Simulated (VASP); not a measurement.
# CdS (Hawleyite) (F-43m) in VASP: notebook, part 3 of 3

VASP 6.6.1. Earlier steps stand in the parts before.

### Step 4. Dielectric tensor, PBE

File INCAR:

```
PREC     = Accurate       # precision mode
ENCUT    = 470            # plane-wave cutoff, eV
EDIFF    = 1E-8           # SCF threshold, eV
ISMEAR   = 0              # smearing method
SIGMA    = 0.01           # smearing width, eV
LREAL    = False          # projectors in reciprocal space
LASPH    = True           # aspherical terms in the spheres
NELM     = 120            # most SCF steps
ALGO     = Normal         # electronic algorithm
ISIF     = 2              # what is computed and relaxed
LWAVE    = False          # write WAVECAR
LCHARG   = False          # write CHGCAR
GGA      = PE             # functional
LEPSILON = True           # dielectric tensor by DFPT
GGA_COMPAT= False
```

File KPOINTS:

```
Automatic mesh
0
Gamma
  6 6 6
```

File POSCAR:

```
CdS
1.0
    0.0000000000      2.9392138922      2.9392138922
    2.9392138922      0.0000000000      2.9392138922
    2.9392138922      2.9392138922      0.0000000000
Cd S
1 1
Direct
    0.0000000000      0.0000000000      0.0000000000
    0.2500000000      0.2500000000      0.2500000000
```

Potentials or basis: VASP PAW PBE potentials, release 64 (Cd_sv_GW, S).

Run with:

```sh
$ cat potpaw_PBE.64/Cd_sv_GW/POTCAR potpaw_PBE.64/S/POTCAR > POTCAR
$ mpirun -np 1 vasp_std > vasp.out
```

OUTCAR:

```text
PREC = Accurate
   ENCUT = 470
   EDIFF = 1E-8
   ISMEAR = 0
   LREAL = False
   LASPH = True
   NELM = 120
   ISIF = 2
   GGA = PE
   LEPSILON = True

 ion  position               nearest neighbor table
   1  0.000  0.000  0.000-   2 2.55   2 2.55   2 2.55   2 2.55
   2  0.250  0.250  0.250-   1 2.55   1 2.55   1 2.55   1 2.55

  LATTYP: Found a face centered cubic cell.
 ALAT       =     5.8784277844

  Lattice vectors:

 A1 = (   0.0000000000,   2.9392138922,   2.9392138922)
 A2 = (   2.9392138922,   0.0000000000,   2.9392138922)
 A3 = (   2.9392138922,   2.9392138922,   0.0000000000)

Analysis of symmetry for initial positions (statically):
=====================================================================
 Subroutine PRICEL returns:
 Original cell was already a primitive cell.

 Routine SETGRP: Setting up the symmetry group for a
 face centered cubic supercell.

 Subroutine GETGRP returns: Found 24 space group operations
 (whereof 24 operations were pure point group operations)
 out of a pool of 48 trial point group operations.

The static configuration has the point symmetry T_d .

Analysis of symmetry for dynamics (positions and initial velocities):
=====================================================================
 Subroutine PRICEL returns:
 Original cell was already a primitive cell.

 Routine SETGRP: Setting up the symmetry group for a
 face centered cubic supercell.

 Subroutine GETGRP returns: Found 24 space group operations
 (whereof 24 operations were pure point group operations)
 out of a pool of 48 trial point group operations.

The dynamic configuration has the point symmetry T_d .

 Subroutine INISYM returns: Found 24 space group operations
 (whereof 24 operations are pure point group operations),
 and found     1 'primitive' translations

----------------------------------------------------------------------------------------

                                     Primitive cell

  volume of cell :      50.7836

  direct lattice vectors                    reciprocal lattice vectors
     0.000000000  2.939213892  2.939213892    -0.170113513  0.170113513  0.170113513
     2.939213892  0.000000000  2.939213892     0.170113513 -0.170113513  0.170113513
     2.939213892  2.939213892  0.000000000     0.170113513  0.170113513 -0.170113513

  length of vectors
     4.156676149  4.156676149  4.156676149     0.294645247  0.294645247  0.294645247

  position of ions in fractional coordinates (direct lattice)
     0.000000000  0.000000000  0.000000000
     0.250000000  0.250000000  0.250000000

  ion indices of the primitive-cell ions
   primitive index   ion index
                 1           1
                 2           2

----------------------------------------------------------------------------------------

[... 113 lines left out ...]
      2     -59.7212      2.00000
      3     -59.7212      2.00000
      4     -59.7212      2.00000
      5      -9.5975      2.00000
      6      -5.0171      2.00000
[... 297 lines left out ...]
      4     -59.7202      2.00000
      5      -9.0665      2.00000
      6      -4.7980      2.00000
[... 9 lines left out ...]
     16      10.7560      0.00000
     17      10.9890      0.00000

  FORCE on cell =-STRESS in cart. coord.  units (eV):
  Direction    XX          YY          ZZ          XY          YZ          ZX
  --------------------------------------------------------------------------------------
  -------------------------------------------------------------------------------------
  Total        0.0158542      0.0158542      0.0158542      0.0000000     -0.0000000     -0.0000000
  in kB        0.5001862      0.5001862      0.5001862      0.0000000     -0.0000000     -0.0000000
  external PRESSURE =       0.5001862 kB  Pullay stress =       0.0000000 kB

 VOLUME and BASIS-vectors are now :
 -----------------------------------------------------------------------------
  energy-cutoff  :      470.00
  volume of cell :       50.78
      direct lattice vectors                 reciprocal lattice vectors
     0.000000000  2.939213892  2.939213892    -0.170113513  0.170113513  0.170113513
     2.939213892  0.000000000  2.939213892     0.170113513 -0.170113513  0.170113513
     2.939213892  2.939213892  0.000000000     0.170113513  0.170113513 -0.170113513

 POSITION                                       TOTAL-FORCE (eV/Angst)
 -----------------------------------------------------------------------------------
      0.00000      0.00000      0.00000        -0.000000     -0.000000     -0.000000
      1.46961      1.46961      1.46961         0.000000      0.000000      0.000000
 -----------------------------------------------------------------------------------
    total drift:                               -0.000000     -0.000000     -0.000000

  FREE ENERGIE OF THE ION-ELECTRON SYSTEM (eV)
  ---------------------------------------------------
  free  energy   TOTEN  =        -6.2054500830 eV

  energy  without entropy=       -6.2054500830  energy(sigma->0) =       -6.20545008

 HEAD OF MICROSCOPIC STATIC DIELECTRIC TENSOR (INDEPENDENT PARTICLE, excluding Hartree and local field effects)
 ------------------------------------------------------
           7.841106     0.000000     0.000000
           0.000000     7.841106     0.000000
           0.000000     0.000000     7.841106
 ------------------------------------------------------

 Free energy of the ion-electron system (eV)
  ---------------------------------------------------
  ---------------------------------------------------
  free energy    TOTEN  =        -0.98562228 eV

  energy without entropy =       -0.98562228

------------------------ aborting loop because EDIFF is reached ----------------------------------------

--------------------------------------- Ionic step        2  -------------------------------------------

------------------------ aborting loop because EDIFF is reached ----------------------------------------

--------------------------------------- Ionic step        3  -------------------------------------------

 Free energy of the ion-electron system (eV)
  ---------------------------------------------------
  ---------------------------------------------------
  free energy    TOTEN  =        -0.98562308 eV

  energy without entropy =       -0.98562308

------------------------ aborting loop because EDIFF is reached ----------------------------------------

 PIEZOELECTRIC TENSOR FIELD DIRECTION 3  (e Angst)
 -----------------------------------------------------------------------------
     0.00090 -1.95102  0.00000           (  0.00000  0.07829  0.00000)
    -1.95102  0.00090  0.00000           (  0.07829  0.00000  0.00000)
     0.00000  0.00000 -0.00322           (  0.00000  0.00000 -0.00000)

 PIEZOELECTRIC TENSOR FIELD DIRECTION 3  (C/m^2)
 -----------------------------------------------------------------------------
     0.00028 -0.61553  0.00000
    -0.61553  0.00028  0.00000
     0.00000  0.00000 -0.00102

 MACROSCOPIC STATIC DIELECTRIC TENSOR (including local field effects in DFT)
 ------------------------------------------------------
           7.537339    -0.000000     0.000000
          -0.000000     7.537339    -0.000000
           0.000000     0.000000     7.537339
 ------------------------------------------------------

 PIEZOELECTRIC TENSOR (including local field effects)  for field in x, y, z        (e  Angst)
          XX          YY          ZZ          XY          YZ          ZX
  --------------------------------------------------------------------------------
  x    -0.00000     0.00000     0.00000     0.00000    -1.97068    -0.00000
  y    -0.00000     0.00000     0.00000     0.00000     0.00000    -1.97068
  z     0.00000    -0.00000    -0.00000    -1.97068     0.00000     0.00000

 PIEZOELECTRIC TENSOR (including local field effects)  for field in x, y, z        (C/m^2)
          XX          YY          ZZ          XY          YZ          ZX
  --------------------------------------------------------------------------------
  x    -0.00000     0.00000     0.00000     0.00000    -0.62173    -0.00000
  y    -0.00000     0.00000     0.00000     0.00000     0.00000    -0.62173
  z     0.00000    -0.00000    -0.00000    -0.62173     0.00000     0.00000

 BORN EFFECTIVE CHARGES (including local field effects) (in |e|, cummulative output)
 ---------------------------------------------------------------------------------
 ion    1
    1     2.31298    -0.00000     0.00000
    2    -0.00000     2.31298     0.00000
    3     0.00000    -0.00000     2.31298
 ion    2
    1    -2.31298     0.00000     0.00000
    2     0.00000    -2.31298     0.00000
    3     0.00000     0.00000    -2.31298
```

Wall time 4.2 min (1 thread of Intel Xeon Platinum 8559C (Emerald Rapids), shared host); peak memory 0.27 GiB.

What came out:

- Band gap on the k mesh: 1.09 eV, direct
- Electronic dielectric tensor (diagonal): 7.54
- Born charges (mean of the diagonal): Cd +2.31; S -2.31 e

Electronic dielectric tensor:
```
7.54 0.00 0.00
0.00 7.54 0.00
0.00 0.00 7.54
```

Born effective charge tensors (e):
atom 1, Cd
```
2.31 0.00 0.00
0.00 2.31 0.00
0.00 0.00 2.31
```
atom 2, S
```
-2.31  0.00  0.00
 0.00 -2.31  0.00
 0.00  0.00 -2.31
```

PBE gaps usually lie below the measured ones, often by a third to a half.

### Step 5. Vibrations by perturbation theory, PBEsol

This run uses another cell than the first one, of 24.70 Å³/atom, 0.973 times its volume.

File INCAR:

```
SYSTEM = CdS
PREC = Accurate
ENCUT = 540
EDIFF = 1E-8
ISMEAR = 0
SIGMA = 0.01
LREAL = .FALSE.
LASPH = .TRUE.
NELM = 120
ALGO = Normal
ISIF = 2
LWAVE = .FALSE.
LCHARG = .FALSE.
GGA = PS
NBANDS = 20
IBRION = 8
NSW = 1
LEPSILON = .TRUE.
GGA_COMPAT = .FALSE.
```

File KPOINTS:

```
regular mesh
0
G
  6 6 6
  0 0 0
```

File POSCAR:

```
CdS
1.0
    0.0000000000      2.9124546147      2.9124546147
    2.9124546147      0.0000000000      2.9124546147
    2.9124546147      2.9124546147      0.0000000000
Cd S
1 1
Direct
    0.0000000000      0.0000000000      0.0000000000
    0.2500000000      0.2500000000      0.2500000000
```

Potentials or basis: VASP PAW PBE potentials, release 64 (Cd_sv_GW, S).

Run with:

```sh
$ cat potpaw_PBE.64/Cd_sv_GW/POTCAR potpaw_PBE.64/S/POTCAR > POTCAR
$ mpirun -np 1 vasp_std > vasp.out
```

OUTCAR:

```text
SYSTEM = CdS
   PREC = Accurate
   ENCUT = 540
   EDIFF = 1E-8
   ISMEAR = 0
   LREAL = .FALSE.
   LASPH = .TRUE.
   NELM = 120
   ISIF = 2
   GGA = PS
   IBRION = 8
   NSW = 1
   LEPSILON = .TRUE.

 ion  position               nearest neighbor table
   1  0.000  0.000  0.000-   2 2.52   2 2.52   2 2.52   2 2.52
   2  0.250  0.250  0.250-   1 2.52   1 2.52   1 2.52   1 2.52

  LATTYP: Found a face centered cubic cell.
[... 686 lines left out ...]
      1.456227  1.456227  1.456227    -0.882006    0.000000    0.000000
[... 21 lines left out ...]
   6 f/i=    0.001007 THz     0.006330 2PiTHz    0.033606 cm-1     0.004167 meV
             X         Y         Z           dx          dy          dz
      0.000000  0.000000  0.000000    -0.623672   -0.623672   -0.000000
      1.456227  1.456227  1.456227    -0.333216   -0.333216    0.000000

--------------------------------------------------------------------------------------------------------

 MACROSCOPIC STATIC DIELECTRIC TENSOR IONIC CONTRIBUTION
 ------------------------------------------------------
           3.900763    -0.000000    -0.000000
          -0.000000     3.900763     0.000000
          -0.000000     0.000000     3.900763
 ------------------------------------------------------

 ELASTIC MODULI CONTR FROM IONIC RELAXATION (kBar)
 Direction    XX          YY          ZZ          XY          YZ          ZX
 --------------------------------------------------------------------------------
 XX          -0.0000     -0.0000      0.0000     -0.0000      0.0000      0.0000
 YY          -0.0000     -0.0000     -0.0000     -0.0000     -0.0000      0.0000
 ZZ           0.0000     -0.0000     -0.0000      0.0000     -0.0000      0.0000
 XY          -0.0000     -0.0000      0.0000   -273.6976      0.0000     -0.0000
 YZ           0.0000     -0.0000     -0.0000      0.0000   -273.6976     -0.0000
 ZX           0.0000      0.0000      0.0000     -0.0000     -0.0000   -273.6976
 --------------------------------------------------------------------------------

 PIEZOELECTRIC TENSOR IONIC CONTR  for field in x, y, z        (C/m^2)
          XX          YY          ZZ          XY          YZ          ZX
  --------------------------------------------------------------------------------
  x    -0.00000     0.00000     0.00000    -0.00000     0.97226    -0.00000
  y    -0.00000    -0.00000    -0.00000    -0.00000    -0.00000     0.97226
  z     0.00000     0.00000    -0.00000     0.97226    -0.00000     0.00000
```

stdout:

```text
POSCAR found type information on POSCAR CdS
 POSCAR found :  2 types and       2 ions
 scaLAPACK will be used
 -----------------------------------------------------------------------------
|                                                                             |
|                                                                             |
[... 39 lines left out ...]
 first order change of Fermi-energy   0.38488E-01
 force on displaced ion       1 direction 1 :  -4.943   0.000   0.000
 Born effective charge ion    1 direction 1 :   2.242   0.000   0.000
 Linear response progress:
 first order change of Fermi-energy  -0.28734E-01
 force on displaced ion       2 direction 1 :  -4.939  -0.000  -0.000
 Born effective charge ion    2 direction 1 :  -2.347   0.000   0.000
 Born effective charges drift removed
 Linear response finished
```

Run time: 7.4 min. Hardware: 1 thread of Intel Xeon Platinum 8488C (Sapphire Rapids), shared host; peak memory 0.31 GiB.

What came out:

| Item | Value |
| --- | --- |
| Electronic dielectric tensor (diagonal) | 8.24 |
| Born charges (mean of the diagonal) | Cd +2.29; S -2.29 e |
| Highest phonon frequency at Γ, LO-TO splitting left out | 232 cm⁻¹ |

Phonon frequencies in cm⁻¹ (negative: imaginary):
```csv
q point,frequencies
"(0.000, 0.000, 0.000)",0 0 0 232 232 232
```

Electronic dielectric tensor:
```
8.24 0.00 0.00
0.00 8.24 0.00
0.00 0.00 8.24
```

Born effective charge tensors (e):
atom 1, Cd
```
2.29 0.00 0.00
0.00 2.29 0.00
0.00 0.00 2.29
```
atom 2, S
```
-2.29  0.00  0.00
 0.00 -2.29  0.00
 0.00  0.00 -2.29
```

Caveat: the PAW data sets were made with another functional, which shifts forces and pressure a little.

### Step 6. Summary

```tsv
task	level	potentials or basis	cell	cutoff (eV)	second run	gap on the mesh (eV)
dielectric tensor	PBE	VASP PAW PBE potentials, release 64 (Cd, S)	a = 4.157 Å, angles 60.0°, 2 atoms	520	-	1.10
vibrations by perturbation theory	PBEsol	VASP PAW PBE potentials, release 64 (Cd, S)	a = 4.119 Å, angles 60.0°, 2 atoms	520	-	-
dielectric tensor	PBE	VASP PAW PBE potentials, release 64 (Cd_sv_GW, S)	a = 4.157 Å, angles 60.0°, 2 atoms	470	valence_matched	1.09
vibrations by perturbation theory	PBEsol	VASP PAW PBE potentials, release 64 (Cd_sv_GW, S)	a = 4.119 Å, angles 60.0°, 2 atoms	540	valence_matched	-
```

Alike in all rows: no spin polarisation; k mesh 6 × 6 × 6; smearing gaussian 0.01 eV.

Caveats: the PAW data sets were made with another functional, which shifts forces and pressure a little (some runs).

Absolute energies hang on the potentials; compare differences alone.
